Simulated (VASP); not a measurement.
**Sb: single point with PBE**

Sb:

```
CELL_PARAMETERS angstrom
3.12240 0.00000 0.00000
0.00000 4.34752 0.00000
-0.03891 0.00000 4.40585
ATOMIC_POSITIONS crystal
Sb 0.01139 0.25000 0.24117
Sb 0.98861 0.75000 0.75883
```

| Quantity | Value |
| --- | --- |
| Program | VASP 6.6.1 |
| Task | single point |
| Functional | PBE |
| Potentials or basis | VASP PAW PBE potentials, release 64 (Sb) |
| Cutoff | 520 eV |
| k mesh | 9 × 6 × 6 |
| Occupations | fermi-dirac, width 0.05 eV |
| Spin | no spin polarisation |

```json
{"Pressure": "0.4 GPa", "Largest force": "0.061 eV/Å", "Band gap on the k mesh": "zero (bands 5 and 6 overlap by 8.33 eV)"}
```

Forces on the atoms (eV/Å):
```
Sb  -0.028  0.000  0.054
Sb   0.028  0.000 -0.054
```

Stress tensor (GPa, compression positive):
```
0.68 0.00 0.08
0.00 0.14 0.00
0.08 0.00 0.41
```

Levels at points of the mesh, in eV from the Fermi level:
```tsv
k point	band 2	band 3	band 4	band 5	band 6	band 7	band 8	band 9
(0.00, 0.00, 0.00)	-7.44	-3.70	-3.57	2.00	2.97	3.19	3.32	6.56
(0.00, 0.50, 0.00)	-10.71	-1.56	-1.56	-0.97	-0.97	4.65	4.65	8.04
(0.00, 0.00, 0.50)	-10.53	-1.65	-1.13	-1.00	-0.85	4.43	4.81	7.71
(0.00, 0.50, 0.50)	-10.06	-5.69	-5.69	4.98	4.98	5.25	5.25	8.84
```

It took 76 s on 1 thread of Intel Xeon 8259CL, on a shared host, peak memory 0.22 GiB.

Caveat: spin-orbit coupling is left out, which moves the levels of the heavy elements.
